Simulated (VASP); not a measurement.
Here is a VASP 6.6.1 calculation.

File INCAR:

```
SYSTEM = ZnS
ALGO     = Normal         ! electronic algorithm
EDIFF    = 1E-6           ! SCF threshold, eV
ENCUT    = 520            ! plane-wave cutoff, eV
GGA      = PE             ! functional
ISIF     = 2              ! what is computed and relaxed
ISMEAR   = -1             ! smearing method
LASPH    = .TRUE.         ! aspherical terms in the spheres
LCHARG   = .TRUE.         ! write CHGCAR
LELF     = .TRUE.         ! ELF
LREAL    = .FALSE.        ! projectors in reciprocal space
LVHAR    = .TRUE.       
LWAVE    = .FALSE.        ! write WAVECAR
NBANDS   = 16             ! bands
NELM     = 80             ! most SCF steps
PREC     = Accurate       ! precision mode
SIGMA    = 0.01           ! smearing width, eV
```

File KPOINTS:

```
k-points
0
G
  8 8 8
  0 0 0
```

The input POSCAR:

```
ZnS
1.0
    0.0000000000      2.6819207741      2.6819207741
    2.6819207741      0.0000000000      2.6819207741
    2.6819207741      2.6819207741      0.0000000000
Zn S
1 1
Direct
    0.0000000000      0.0000000000      0.0000000000
    0.7500000000      0.7500000000      0.7500000000
```

Potentials or basis: VASP PAW PBE potentials, release 64 (Zn, S).

The run is started by

```console
$ cat potpaw_PBE.64/Zn/POTCAR potpaw_PBE.64/S/POTCAR > POTCAR
$ mpirun -np 1 vasp_std > vasp.out
```

**Question.** What does it give for the pressure?

**Answer.** 3.6 GPa.

**Question.** Estimate the band gap on the k mesh.

**Answer.** 2.21 eV, direct.
